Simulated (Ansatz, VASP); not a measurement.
## Be: VASP beside Ansatz

```
Be
1.0
     4.59018    2.65014    0.71661
    -4.59018    2.65014    0.71661
     0.00000   -5.30028    0.71661
Be
6
Direct
  0.40501 0.26315 0.98721
  0.98721 0.40501 0.26315
  0.26315 0.98721 0.40501
  0.59499 0.73685 0.01279
  0.01279 0.59499 0.73685
  0.73685 0.01279 0.59499
```

Alike in both runs: task relaxation of cell and atoms; functional PBE; k mesh 9 × 9 × 9; occupations gaussian, width 0.1 eV; no spin polarisation.

|  | VASP | Ansatz |
| --- | --- | --- |
| version | VASP 6.6.1 | Ansatz 0.2.0 |
| potentials or method | VASP PAW PBE potentials, release 64 (Be), cutoff 600 eV | scalar-relativistic, plane waves, PAW |
| valence electrons in the cell | 12 | 12 |

|  | VASP | Ansatz | Ansatz less VASP |
| --- | --- | --- | --- |
| gap on the k mesh at the Fermi level, each at its own relaxed structure (eV) | none | none | - |
| relaxed volume (Å³/atom) | 8.77 | 8.75 | -0.025 |
| relaxed cell length with the largest relative difference (Å) | 5.383 | 5.381 | -0.0021 |

A gap of «none» marks a metal or a gap that the smearing closes.
